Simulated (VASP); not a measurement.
# GdO (F-43m) in VASP: a series of runs

The runs below take GdO through single point, with PBE, PBEsol.

All numbers are computed with VASP 6.6.1; they aren't measurements. Logs are shortened: lines on timing, memory, paths and dates and some standing lists are left out, and cuts for length are marked.

**1. The cell of the first run**

Symmetry: F-43m, No. 216, cubic system. The conventional cell has a = 5.392 Å, b = 5.392 Å, c = 5.392 Å, α = 90.00°, β = 90.00°, γ = 90.00°. Gd (site symmetry -43m) has 4 O at 2.33 Å within 3.1 Å. Within 3.1 Å of O (site symmetry -43m) lie 4 Gd at 2.33 Å.

**2. Single point, PBE, collinear spin, ferromagnetic start**

INCAR reads:

```
PREC = Accurate ; ENCUT = 520
EDIFF = 1E-6 ; ISMEAR = -1
SIGMA = 0.08 ; LREAL = F
LASPH = T ; NELM = 150
ALGO = Normal ; ISIF = 2
LWAVE = F ; LCHARG = F
ISPIN = 2 ; MAGMOM = 7 0
LORBIT = 11 ; LMAXMIX = 6
GGA = PE ; NBANDS = 23
```

KPOINTS reads:

```
Automatic mesh
0
Gamma
  13 13 13
```

POSCAR reads:

```
GdO
1.0
    0.0000000000      2.6961340000      2.6961340000
    2.6961340000      0.0000000000      2.6961340000
    2.6961340000      2.6961340000      0.0000000000
Gd O
1 1
Direct
    0.0000000000      0.0000000000      0.0000000000
    0.7500000000      0.7500000000      0.7500000000
```

Potentials or basis: VASP PAW PBE potentials, release 64 (Gd, O).

On the command line:

```bash
cat potpaw_PBE.64/Gd/POTCAR potpaw_PBE.64/O/POTCAR > POTCAR
mpirun -np 1 vasp_std > vasp.out
```

OUTCAR:

```text
PREC = Accurate
   ENCUT = 520
   EDIFF = 1E-6
   ISMEAR = -1
   LREAL = F
   LASPH = T
   NELM = 150
   ISIF = 2
   ISPIN = 2
   LORBIT = 11
   GGA = PE

 ion  position               nearest neighbor table
   1  0.000  0.000  0.000-   2 2.33   2 2.33   2 2.33   2 2.33
   2  0.750  0.750  0.750-   1 2.33   1 2.33   1 2.33   1 2.33

  LATTYP: Found a face centered cubic cell.
 ALAT       =     5.3922680000

  Lattice vectors:

 A1 = (   0.0000000000,   2.6961340000,   2.6961340000)
 A2 = (   2.6961340000,   0.0000000000,   2.6961340000)
 A3 = (   2.6961340000,   2.6961340000,   0.0000000000)

Analysis of symmetry for initial positions (statically):
=====================================================================
 Subroutine PRICEL returns:
 Original cell was already a primitive cell.

 Routine SETGRP: Setting up the symmetry group for a
 face centered cubic supercell.

 Subroutine GETGRP returns: Found 24 space group operations
 (whereof 24 operations were pure point group operations)
 out of a pool of 48 trial point group operations.

The static configuration has the point symmetry T_d .

Analysis of symmetry for dynamics (positions and initial velocities):
=====================================================================
 Subroutine PRICEL returns:
 Original cell was already a primitive cell.

 Routine SETGRP: Setting up the symmetry group for a
 face centered cubic supercell.

 Subroutine GETGRP returns: Found 24 space group operations
 (whereof 24 operations were pure point group operations)
 out of a pool of 48 trial point group operations.

The dynamic configuration has the point symmetry T_d .

Analysis of structural, dynamic, and magnetic symmetry:
=====================================================================
 Subroutine PRICEL returns:
 Original cell was already a primitive cell.

 Routine SETGRP: Setting up the symmetry group for a
 face centered cubic supercell.

 Subroutine GETGRP returns: Found 24 space group operations
 (whereof 24 operations were pure point group operations)
 out of a pool of 48 trial point group operations.

The overall configuration has the point symmetry T_d .

 Subroutine INISYM returns: Found 24 space group operations
 (whereof 24 operations are pure point group operations),
 and found     1 'primitive' translations

----------------------------------------------------------------------------------------

                                     Primitive cell

  volume of cell :      39.1971

  direct lattice vectors                    reciprocal lattice vectors
     0.000000000  2.696134000  2.696134000    -0.185450723  0.185450723  0.185450723
     2.696134000  0.000000000  2.696134000     0.185450723 -0.185450723  0.185450723
     2.696134000  2.696134000  0.000000000     0.185450723  0.185450723 -0.185450723

  length of vectors
     3.812909269  3.812909269  3.812909269     0.321210075  0.321210075  0.321210075

  position of ions in fractional coordinates (direct lattice)
     0.000000000  0.000000000  0.000000000
     0.750000000  0.750000000  0.750000000

  ion indices of the primitive-cell ions
   primitive index   ion index
                 1           1
                 2           2

----------------------------------------------------------------------------------------

 KPOINTS: Automatic mesh

Automatic generation of k-mesh.
 Grid dimensions read from file:
 generate k-points for:   13   13   13

 Generating k-lattice:

  Cartesian coordinates                     Fractional coordinates (reciprocal lattice)
    -0.014265440  0.014265440  0.014265440     0.076923077  0.000000000  0.000000000
     0.014265440 -0.014265440  0.014265440     0.000000000  0.076923077  0.000000000
     0.014265440  0.014265440 -0.014265440     0.000000000  0.000000000  0.076923077

  Length of vectors
     0.024708467  0.024708467  0.024708467

  Shift w.r.t. Gamma in fractional coordinates (k-lattice)
     0.000000000  0.000000000  0.000000000

 Subroutine IBZKPT returns following result:
 ===========================================

 Found     84 irreducible k-points:

 Following reciprocal coordinates:
            Coordinates               Weight
  0.000000  0.000000  0.000000      1.000000
  0.076923  0.000000  0.000000      8.000000
  0.153846  0.000000  0.000000      8.000000
  0.230769  0.000000  0.000000      8.000000
  0.307692  0.000000  0.000000      8.000000
  0.384615  0.000000  0.000000      8.000000
[... 16 lines left out ...]
  0.384615  0.153846  0.000000     24.000000
  0.461538  0.153846  0.000000     24.000000
 [... further k-points ...]
   k-points           NKPTS =     84   k-points in BZ     NKDIM =     84   number of bands    NBANDS=     23
   number of dos      NEDOS =    301   number of ions     NIONS =      2
   total plane-waves  NPLWV =  21952
   dimension x,y,z NGX =    28 NGY =   28 NGZ =   28
   dimension x,y,z NGXF=    56 NGYF=   56 NGZF=   56
   ions per type =               1   1
   NGX,Y,Z   is equivalent  to a cutoff of  12.21, 12.21, 12.21 a.u.
   NGXF,Y,Z  is equivalent  to a cutoff of  24.42, 24.42, 24.42 a.u.
 SYSTEM =  unknown system
   PREC   = accura    normal or accurate (medium, high low for compatibility)
   ISTART =      0    job   : 0-new  1-cont  2-samecut
   ICHARG =      2    charge: 1-file 2-atom 10-const
   ISPIN  =      2    spin polarized calculation?
   LNONCOLLINEAR =      F non collinear calculations
   LSORBIT =      F    spin-orbit coupling
   LASPH  =      T    aspherical Exc in radial PAW
   ENCUT  =  520.0 eV  38.22 Ry    6.18 a.u.   7.09  7.09  7.09*2*pi/ulx,y,z
   NELM   =    150;   NELMIN=  2; NELMDL= -5     # of ELM steps
   EDIFF  = 0.1E-05   stopping-criterion for ELM
   LREAL  =      F    real-space projection
   EDIFFG = 0.1E-04   stopping-criterion for IOM
   NSW    =      0    number of steps for IOM
   IBRION =     -1    ionic relax: 0-MD 1-quasi-New 2-CG
   NFREE  =      0    steps in history (QN), initial steepest desc. (CG)
   ISIF   =      2    stress and relaxation
   ISYM   =      2    0-nonsym 1-usesym 2-fastsym
   POTIM  = 0.5000    time-step for ionic-motion
   TEBEG  =    0.0;   TEEND  =   0.0 temperature during run
   PSTRESS=    0.0 pullay stress
   NELECT =      24.0000    total number of electrons
   NUPDOWN=      -1.0000    fix difference up-down
   EMIN   =  10.00;   EMAX   =-10.00  energy-range for DOS
   EFERMI =   0.00;   METHOD = LEGACY
   ISMEAR =    -1;   SIGMA  =   0.08  broadening in eV -4-tet -1-fermi 0-gaus
   EFERMI_NEDOS =   21; number of points for ismear=-14 and -15
   IALGO  =     38    algorithm
   IMIX   =      4    mixing-type and parameters
     AMIX     =   0.40;   BMIX     =  1.00
     AMIX_MAG =   1.60;   BMIX_MAG =  1.00
  volume/ion in A,a.u.               =      19.60       132.26
  Fermi-wavevector in a.u.,A,eV,Ry     =   1.390146  2.626995 26.293342  1.932506
  Thomas-Fermi vector in A             =   2.514109
   LORBIT       =     11    0 simple, 1 ext, 2 COOP (PROOUT), +10 PAW based schemes
   GGA     = PE    functional components
   LHFCALC =     F    Hartree Fock is set to
   AEXX    =    0.0000 exact exchange contribution
   IVDW    =     0    specifies the selected vdW correction
   LEPSILON=     F    determine dielectric tensor
   LRPA    =     F    only Hartree local field effects (RPA)
 spin polarized calculation
  energy-cutoff  :      520.00
  volume of cell :       39.20
 maximum number of plane-waves:      1067
   NGX = 15   NGY = 15   NGZ = 15

 number of electron      23.9999990 magnetization       7.5429954

 Free energy of the ion-electron system (eV)
  ---------------------------------------------------
  ext. energy  EPLUGINS =         0.00000000
  ---------------------------------------------------
  free energy    TOTEN  =       -22.07059669 eV

  energy without entropy =      -22.02461697  energy(sigma->0) =      -22.04760683

 E-fermi :   4.1304     XC(G=0): -10.1022

 val. band max:        4.1197088962   @ k =  -0.3846   0.1538   0.0000
 cond. band min:       4.1378210373   @ k =  -0.2308   0.1538   0.0000
 fundamental gap:      0.0181121411
 Fermi energy:         4.1304326220

 spin component 1

 k-point     1 :       0.0000    0.0000    0.0000
  band No.  band energies     occupation
      1     -41.3657      1.00000
      2     -18.6368      1.00000
      3     -18.6368      1.00000
      4     -18.6368      1.00000
      5     -15.3604      1.00000
      6      -1.8162      1.00000
[... 15 lines left out ...]
     22      15.3273      0.00000
     23      15.7024      0.00000

 k-point     2 :       0.0769    0.0000    0.0000
  band No.  band energies     occupation
      1     -41.3635      1.00000
      2     -18.7048      1.00000
      3     -18.6414      1.00000
      4     -18.6414      1.00000
      5     -15.2978      1.00000
      6      -1.8558      1.00000
[... 564 lines left out ...]
 k-point    24 :       0.4615    0.1538    0.0000
  band No.  band energies     occupation
      1     -41.3257      1.00000
      2     -19.5075      1.00000
      3     -18.8006      1.00000
      4     -18.7439      1.00000
      5     -14.5235      1.00000
      6      -1.8150      1.00000
[... 15 lines left out ...]
     22      11.7094      0.00000
     23      16.0349      0.00000

 [... further k-points ...]

 spin component 2

 k-point     1 :       0.0000    0.0000    0.0000
  band No.  band energies     occupation
      1     -38.2037      1.00000
      2     -16.3255      1.00000
      3     -16.3255      1.00000
      4     -16.3255      1.00000
      5     -15.3144      1.00000
      6      -1.4632      1.00000
[... 15 lines left out ...]
     22      16.5523      0.00000
     23      16.5542      0.00000

 k-point     2 :       0.0769    0.0000    0.0000
  band No.  band energies     occupation
      1     -38.2006      1.00000
      2     -16.5119      1.00000
      3     -16.3313      1.00000
      4     -16.3313      1.00000
      5     -15.1382      1.00000
      6      -1.4888      1.00000
[... 564 lines left out ...]
 k-point    24 :       0.4615    0.1538    0.0000
  band No.  band energies     occupation
      1     -38.1500      1.00000
      2     -17.8234      1.00000
      3     -16.5407      1.00000
      4     -16.4622      1.00000
      5     -13.9013      1.00000
      6      -1.3751      1.00000
[... 15 lines left out ...]
     22      12.9955      0.00000
     23      17.5029      0.00000

 [... further k-points ...]
[... 5 lines left out ...]
  --------------------------------------------------------------------------------------
  -------------------------------------------------------------------------------------
  Total       -0.0203423     -0.0203423     -0.0203423     -0.0000000      0.0000000     -0.0000000
  in kB       -0.8314873     -0.8314873     -0.8314873     -0.0000000      0.0000000     -0.0000000
  external PRESSURE =      -0.8314873 kB  Pullay stress =       0.0000000 kB

 VOLUME and BASIS-vectors are now :
 -----------------------------------------------------------------------------
  energy-cutoff  :      520.00
  volume of cell :       39.20
      direct lattice vectors                 reciprocal lattice vectors
     0.000000000  2.696134000  2.696134000    -0.185450723  0.185450723  0.185450723
     2.696134000  0.000000000  2.696134000     0.185450723 -0.185450723  0.185450723
     2.696134000  2.696134000  0.000000000     0.185450723  0.185450723 -0.185450723

 POSITION                                       TOTAL-FORCE (eV/Angst)
 -----------------------------------------------------------------------------------
      0.00000      0.00000      0.00000         0.000000     -0.000000      0.000000
      4.04420      4.04420      4.04420        -0.000000      0.000000     -0.000000
 -----------------------------------------------------------------------------------
    total drift:                                0.000000      0.000000      0.000000

  FREE ENERGIE OF THE ION-ELECTRON SYSTEM (eV)
  ---------------------------------------------------
  free  energy   TOTEN  =       -22.0705966860 eV

  energy  without entropy=      -22.0246169666  energy(sigma->0) =      -22.04760683

 total charge

# of ion       s       p       d       f       tot
--------------------------------------------------
    1        2.033   5.634   0.475   7.079  15.221
    2        1.569   3.429   0.000   0.000   4.997
--------------------------------------------------
tot          3.601   9.063   0.475   7.079  20.219

 magnetization (x)

# of ion       s       p       d       f       tot
--------------------------------------------------
    1        0.001  -0.056   0.176   6.737   6.858
    2        0.002  -0.019   0.000   0.000  -0.017
--------------------------------------------------
tot          0.003  -0.075   0.176   6.737   6.841
```

Run time: 1.9 min. Hardware: 1 thread of AMD EPYC 9R45 (Zen 5), shared host; peak memory 0.24 GiB.

Results:

```
Free energy                                           : -22.0706 eV
Pressure                                              : -0.1 GPa
Net moment                                            : 7.54 μB per cell
Site moments                                          : Gd +6.86; O -0.02 μB
Valence electrons inside the program's atomic spheres : Gd 15.22; O 5.00
```

Caveat: spin-orbit coupling is left out, which moves the levels of the heavy elements; a cell with one magnetic atom can't hold antiferromagnetic order, which such compounds often take; semilocal functionals describe open f shells poorly, which spoils levels, moments and volumes. With open d or f shells a metallic result of PBE can be an artefact of self-interaction; +U or a hybrid may open a gap.

**3. Single point, PBEsol, collinear spin, ferromagnetic start**

INCAR reads:

```
SYSTEM = GdO
PREC     = Accurate       ! precision mode
ENCUT    = 520            ! plane-wave cutoff, eV
EDIFF    = 1E-7           ! SCF threshold, eV
ISMEAR   = -1             ! smearing method
SIGMA    = 0.08           ! smearing width, eV
LREAL    = .FALSE.        ! projectors in reciprocal space
LASPH    = .TRUE.         ! aspherical terms in the spheres
NELM     = 150            ! most SCF steps
ALGO     = Normal         ! electronic algorithm
ISIF     = 2              ! what is computed and relaxed
LWAVE    = .FALSE.        ! write WAVECAR
LCHARG   = .TRUE.         ! write CHGCAR
ISPIN    = 2              ! spin polarisation
MAGMOM   = 7 0            ! initial moments
LORBIT   = 11             ! projections on sites
LMAXMIX  = 6              ! l up to which the mixer works
GGA      = PS             ! functional
LELF     = .TRUE.         ! ELF
LVHAR    = .TRUE.       
NBANDS   = 23             ! bands
```

KPOINTS reads:

```
regular mesh
0
G
  13 13 13
  0 0 0
```

POSCAR is that of step 2.

Potentials or basis: VASP PAW PBE potentials, release 64 (Gd, O).

On the command line:

```bash
cat potpaw_PBE.64/Gd/POTCAR potpaw_PBE.64/O/POTCAR > POTCAR
mpirun -np 1 vasp_std > vasp.out
```

OUTCAR:

```text
SYSTEM = GdO
   PREC = Accurate
   ENCUT = 520
   EDIFF = 1E-7
   ISMEAR = -1
   LREAL = .FALSE.
   LASPH = .TRUE.
   NELM = 150
   ISIF = 2
   ISPIN = 2
   LORBIT = 11
   GGA = PS

 ion  position               nearest neighbor table
   1  0.000  0.000  0.000-   2 2.33   2 2.33   2 2.33   2 2.33
   2  0.750  0.750  0.750-   1 2.33   1 2.33   1 2.33   1 2.33

  LATTYP: Found a face centered cubic cell.
 ALAT       =     5.3922680000
[... 1465 lines left out ...]
  external PRESSURE =     -39.4247602 kB  Pullay stress =       0.0000000 kB

 VOLUME and BASIS-vectors are now :
 -----------------------------------------------------------------------------
  energy-cutoff  :      520.00
  volume of cell :       39.20
      direct lattice vectors                 reciprocal lattice vectors
     0.000000000  2.696134000  2.696134000    -0.185450723  0.185450723  0.185450723
     2.696134000  0.000000000  2.696134000     0.185450723 -0.185450723  0.185450723
     2.696134000  2.696134000  0.000000000     0.185450723  0.185450723 -0.185450723

 POSITION                                       TOTAL-FORCE (eV/Angst)
 -----------------------------------------------------------------------------------
      0.00000      0.00000      0.00000         0.000000      0.000000      0.000000
      4.04420      4.04420      4.04420        -0.000000     -0.000000     -0.000000
 -----------------------------------------------------------------------------------
    total drift:                               -0.000000     -0.000000     -0.000000

  FREE ENERGIE OF THE ION-ELECTRON SYSTEM (eV)
  ---------------------------------------------------
  free  energy   TOTEN  =       -22.7141985835 eV

  energy  without entropy=      -22.6663226554  energy(sigma->0) =      -22.69026062

 total charge

# of ion       s       p       d       f       tot
--------------------------------------------------
    1        2.031   5.615   0.476   7.086  15.208
    2        1.564   3.408   0.000   0.000   4.972
--------------------------------------------------
tot          3.595   9.023   0.476   7.086  20.180

 magnetization (x)

# of ion       s       p       d       f       tot
--------------------------------------------------
    1        0.002  -0.049   0.172   6.722   6.846
    2        0.001  -0.031   0.000   0.000  -0.030
--------------------------------------------------
tot          0.003  -0.080   0.172   6.722   6.817
```

Wall time 1.9 min (1 thread of AMD EPYC 9R45 (Zen 5), shared host); peak memory 0.24 GiB.

What came out:

| Property | Result |
| --- | --- |
| Free energy | -22.7142 eV |
| Pressure | -3.9 GPa |
| Net moment | 7.48 μB per cell |
| Site moments | Gd +6.85; O -0.03 μB |
| Valence electrons inside the program's atomic spheres | Gd 15.21; O 4.97 |

Caveat: the cell stands under tension; the PAW data sets were made with another functional, which shifts forces and pressure a little; spin-orbit coupling is left out, which moves the levels of the heavy elements; a cell with one magnetic atom can't hold antiferromagnetic order, which such compounds often take; semilocal functionals describe open f shells poorly, which spoils levels, moments and volumes. The state reached can hang on the start; a lower one may exist.
